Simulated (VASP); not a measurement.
**GaN: electric field gradients with PBE**

The system is GaN.

```xyz
2
Lattice="0.0398 2.0124 2.0124 2.0124 0.0398 2.0124 2.0124 2.0124 0.0398" Properties=species:S:1:pos:R:3 pbc="T T T"
Ga    2.0324    2.0324    2.0324
N     0.0000    0.0000    0.0000
```

This cell differs from its parent crystal: equal xy, yz and zx shear strains of +2 %.

```
Program                : VASP 6.6.1
Task                   : electric field gradients
Functional             : PBE
Potentials or basis    : VASP PAW PBE potentials, release 64 (Ga_d, N)
Cutoff                 : 520 eV
k mesh                 : 13 × 13 × 13
Occupations            : fermi-dirac, width 0.02 eV
Spin                   : no spin polarisation
Dipole correction      : no
Further INCAR settings : ALGO = Normal; EDIFF = 1e-08; NBANDS = 16
```

The pressure is 70.4 GPa and the band gap on the k mesh is 1.79 eV (least direct gap 5.02 eV). The largest electric field gradient by atom is Ga -4.1; N +9.9 V/Å².

Stress tensor (GPa, compression positive):
```
70.43 -5.43 -5.43
-5.43 70.43 -5.43
-5.43 -5.43 70.43
```

Levels at points of the mesh, in eV from the valence-band top:
| k point | band 7 | band 8 | band 9 | band 10 | band 11 | band 12 |
| --- | --- | --- | --- | --- | --- | --- |
| (0.00, 0.00, 0.00) | -1.17 | -0.70 | -0.70 | 4.32 | 15.08 | 16.05 |

Electric field gradients, principal values (V/Å²):
| atom | least | middle | greatest (by size) |
| --- | --- | --- | --- |
| 1 Ga | 2.053 | 2.053 | -4.107 |
| 2 N | -4.934 | -4.934 | 9.868 |

Wall time 28 s on 1 thread of Intel(R) Xeon(R) 6975P-C (Granite Rapids), with other jobs on the host, peak memory 0.18 GiB.

Caveat: the cell differs from its parent crystal (equal xy, yz and zx shear strains of +2 %); the cell stands under pressure; without QUAD_EFG the Cq values of the log hold for a quadrupole moment of 1 mb, not for the nuclei; an odd mesh through Γ misses points on the zone boundary, where band edges can lie.
